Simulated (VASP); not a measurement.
A run of VASP 6.6.1 is set up as follows.

INCAR

```
ALGO = Normal ; EDIFF = 1E-6
ENCUT = 520 ; GGA = PE
ISIF = 2 ; ISMEAR = -1
LASPH = True ; LCHARG = True
LELF = True ; LREAL = False
LVHAR = True ; LWAVE = False
NBANDS = 16 ; NELM = 60
PREC = Accurate ; SIGMA = 0.02
```

Contents of KPOINTS:

```
k-points
0
Gamma
  12 12 6
```

POSCAR

```
SiC
1.0
    3.1368633640      0.0000000000      0.0000000000
   -1.5684316820      2.7166033614      0.0000000000
    0.0000000000      0.0000000000      5.1490702528
Si C
2 2
Direct
    0.3333333333      0.6666666667     -0.0004677755
    0.6666666667      0.3333333333      0.4995322245
    0.3333333333      0.6666666667      0.3754677755
    0.6666666667      0.3333333333      0.8754677755
```

Potentials or basis: VASP PAW PBE potentials, release 64 (Si, C).

The run is started by

```bash
$ cat potpaw_PBE.64/Si/POTCAR potpaw_PBE.64/C/POTCAR > POTCAR
$ mpirun -np 1 vasp_std > vasp.out
```

Question: Predict the pressure.

Answer: -8.5 GPa.

Question: Predict the band gap on the k mesh.

Answer: 2.38 eV (least direct gap 3.86 eV).

Stress tensor (GPa, compression positive):
```
-8.57  0.00  0.00
 0.00 -8.57  0.00
 0.00  0.00 -8.49
```

Caveat: the cell differs from its parent crystal (strain +2.0%); the cell stands under tension. A k mesh can miss the band edges.
